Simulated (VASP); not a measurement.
# Al5O8 (a cell with a defect) in VASP: further runs, part 2 of 2

VASP 6.6.1. The steps go on from the part before.

## Step 3: Relaxation of the atoms, LDA

INCAR reads:

```
ALGO     = Normal         # electronic algorithm
EDIFF    = 1E-6           # SCF threshold, eV
EDIFFG   = -0.03          # ionic threshold
ENCUT    = 520            # plane-wave cutoff, eV
GGA      = CA             # functional
IBRION   = 2              # ionic algorithm
ISIF     = 2              # what is computed and relaxed
ISMEAR   = -1             # smearing method
LASPH    = T              # aspherical terms in the spheres
LCHARG   = F              # write CHGCAR
LREAL    = Auto         
LUSENCCL = F            
LWAVE    = F              # write WAVECAR
NELECT   = 188.0        
NELM     = 80             # most SCF steps
NSW      = 80             # ionic steps
PREC     = Accurate       # precision mode
SIGMA    = 0.05           # smearing width, eV
```

KPOINTS reads:

```
k-points
0
Gamma
  2 2 2
```

POSCAR reads:

```
Al5O8
1.0
   -4.7351000000     -2.7338110000      4.3003330000
    4.7351000000     -2.7338110000      4.3003330000
    0.0000000000      5.4676230000      4.3003330000
Al O
15 24
Direct
    0.3561133000      0.3530897000      0.3482921000
    0.1439372000      0.1567582000      0.1456715000
    0.6501989000      0.6469506000      0.6476545000
    0.8556685000      0.8555584000      0.8545811000
    0.8508134000      0.8555469000      0.3505503000
    0.1479293000      0.1510253000      0.6496527000
    0.3453367000      0.3563609000      0.8497623000
    0.8517232000      0.3534393000      0.8524694000
    0.6482419000      0.1525833000      0.6391310000
    0.1452799000      0.6425520000      0.1501567000
    0.3461215000      0.8512627000      0.3544103000
    0.3555780000      0.8530633000      0.8515121000
    0.1522478000      0.6461877000      0.6450644000
    0.6430783000      0.1478735000      0.1471933000
    0.8509990000      0.3481864000      0.3492107000
    0.6078469000      0.4013350000      0.7539538000
    0.7543848000      0.5954936000      0.4049229000
    0.4012389000      0.7427272000      0.5966355000
    0.4063569000      0.5959613000      0.2510830000
    0.2455700000      0.4010568000      0.5976103000
    0.6034089000      0.2500097000      0.3961988000
    0.0992214000      0.9028468000      0.7524799000
    0.2444554000      0.0928397000      0.4049013000
    0.9005229000      0.2450580000      0.6054603000
    0.9074793000      0.0980082000      0.2484982000
    0.7499720000      0.9095575000      0.5949062000
    0.1028303000      0.7510340000      0.4104511000
    0.1002749000      0.4083656000      0.2481339000
    0.2479450000      0.5999885000      0.9122677000
    0.8998723000      0.7446383000      0.1022752000
    0.8983029000      0.5956538000      0.7535418000
    0.7498995000      0.4094346000      0.1004463000
    0.1009419000      0.2528240000      0.9045414000
    0.5933502000      0.9115589000      0.2519195000
    0.7545202000      0.0955221000      0.9094856000
    0.4027341000      0.2520429000      0.0992598000
    0.3993926000      0.0905093000      0.7560740000
    0.2511775000      0.9031382000      0.0940911000
    0.6004687000      0.7515235000      0.9054847000
```

Potentials or basis: VASP PAW LDA potentials, release 64 (Al, O).

Started as:

```console
$ cat potpaw_LDA.64/Al/POTCAR potpaw_LDA.64/O/POTCAR > POTCAR
$ mpirun -np 1 vasp_std > vasp.out
```

Run time: 15 min. Hardware: 1 × NVIDIA H100 80GB with 1 thread of AMD EPYC 7R13 (Zen 3), shared host; peak memory 1.5 GiB.

The run converged. Its results:

| Property | Result |
| --- | --- |
| Free energy | -320.7085 eV |
| Energy gained by relaxing | 51.0 meV/atom |
| Ionic steps | 14 |
| Largest force after relaxing | 0.026 eV/Å |

Forces in eV/Å, atoms in the order of the input:
```
Al   0.008  0.008 -0.002
Al   0.000 -0.006  0.007
Al  -0.015 -0.009  0.007
Al   0.004 -0.007  0.012
Al  -0.003  0.002 -0.026
Al   0.003  0.001 -0.006
Al  -0.001 -0.004 -0.010
Al   0.001 -0.005  0.002
Al  -0.002  0.006  0.004
Al   0.004 -0.002  0.009
Al   0.012 -0.001  0.005
Al   0.004 -0.003  0.000
Al  -0.006  0.004  0.002
Al  -0.003  0.013  0.005
Al  -0.009  0.010  0.001
O   -0.004 -0.001  0.005
O    0.005  0.000 -0.016
O    0.007  0.007 -0.001
O    0.010  0.001  0.000
O    0.002 -0.004  0.005
O   -0.006  0.015 -0.003
O    0.009 -0.020  0.011
O    0.003  0.017  0.007
O   -0.009 -0.003  0.007
O   -0.012  0.016 -0.004
O    0.001 -0.011 -0.004
O    0.011 -0.003 -0.001
O   -0.008 -0.002  0.009
O    0.006 -0.012  0.007
O   -0.001 -0.003 -0.019
O   -0.008 -0.006 -0.010
O   -0.005  0.013  0.001
O    0.002  0.004  0.007
O   -0.003 -0.006 -0.021
O   -0.008  0.000  0.001
O    0.009  0.005  0.002
O    0.001  0.003  0.003
O    0.009 -0.001  0.001
O   -0.008 -0.015  0.004
```

The path:
```tsv
step	energy change (eV)	largest force (eV/Å)	pressure (GPa)
1	0.0000	2.1644	-5.55
2	-1.3754	1.2988	-4.95
3	-1.4086	1.0254	-5.29
4	-1.8295	0.4766	-4.32
5	-1.8535	0.6089	-3.92
6	-1.9408	0.3253	-3.64
7	-1.9434	0.4588	-3.56
8	-1.9776	0.1622	-3.45
9	-1.9776	0.1657	-3.45
10	-1.9855	0.0786	-3.37
11	-1.9855	0.0726	-3.38
12	-1.9878	0.0423	-3.32
13	-1.9878	0.0484	-3.31
14	-1.9886	0.0258	-3.28
```

Final structure:
```
Al O
1.0
    -4.73510   -2.73381    4.30033
     4.73510   -2.73381    4.30033
     0.00000    5.46762    4.30033
Al O
15 24
Direct
  0.35212 0.35009 0.35603
  0.14660 0.14922 0.14993
  0.64232 0.64680 0.65326
  0.84954 0.84537 0.86166
  0.83786 0.83817 0.33864
  0.14624 0.14623 0.64674
  0.35158 0.35166 0.85220
  0.85558 0.35209 0.85052
  0.64939 0.14683 0.64964
  0.15242 0.64263 0.14724
  0.36102 0.84976 0.34594
  0.34991 0.85561 0.85271
  0.14910 0.64949 0.64727
  0.64671 0.15274 0.14298
  0.84534 0.36131 0.35021
  0.59795 0.40245 0.75550
  0.75965 0.59573 0.42301
  0.40085 0.74980 0.59423
  0.38294 0.59748 0.26780
  0.24782 0.40227 0.59956
  0.59711 0.25515 0.40718
  0.09659 0.90195 0.75073
  0.24998 0.09679 0.40243
  0.90198 0.25011 0.59718
  0.90394 0.09520 0.25129
  0.75091 0.90412 0.59565
  0.09484 0.75100 0.40470
  0.09355 0.40101 0.25015
  0.25484 0.59797 0.90301
  0.92209 0.75982 0.09628
  0.90667 0.59718 0.75558
  0.76726 0.38327 0.09781
  0.09907 0.24785 0.90267
  0.59549 0.92256 0.26046
  0.74962 0.09380 0.90141
  0.40240 0.25500 0.09855
  0.40222 0.09908 0.74834
  0.25477 0.90675 0.09765
  0.59717 0.76723 0.88377
```

Levels at points of the mesh, in eV from the Fermi level:
```tsv
k point	band 92	band 93	band 94	band 95	band 96	band 97
(0.00, 0.00, 0.00)	-0.15	-0.15	0.13	0.16	0.17	6.73
(0.50, 0.00, 0.00)	-0.30	-0.12	-0.06	0.00	0.14	8.04
(0.00, 0.50, 0.00)	-0.30	-0.11	-0.06	0.00	0.14	8.04
(0.00, 0.00, 0.50)	-0.30	-0.12	-0.06	0.00	0.14	8.04
(0.50, 0.50, 0.00)	-0.26	-0.16	-0.07	0.06	0.12	8.83
(0.50, 0.00, 0.50)	-0.26	-0.16	-0.07	0.06	0.12	8.83
(0.00, 0.50, 0.50)	-0.26	-0.16	-0.07	0.06	0.12	8.83
(0.50, 0.50, 0.50)	-0.13	-0.13	-0.12	0.10	0.10	8.92
```

Caveat: the k points lie up to 0.45 Å⁻¹ apart; the cell carries a net charge on a neutralising background, which shifts energy and pressure; the cell is charged against a uniform background, so pressure and absolute levels hang on convention.
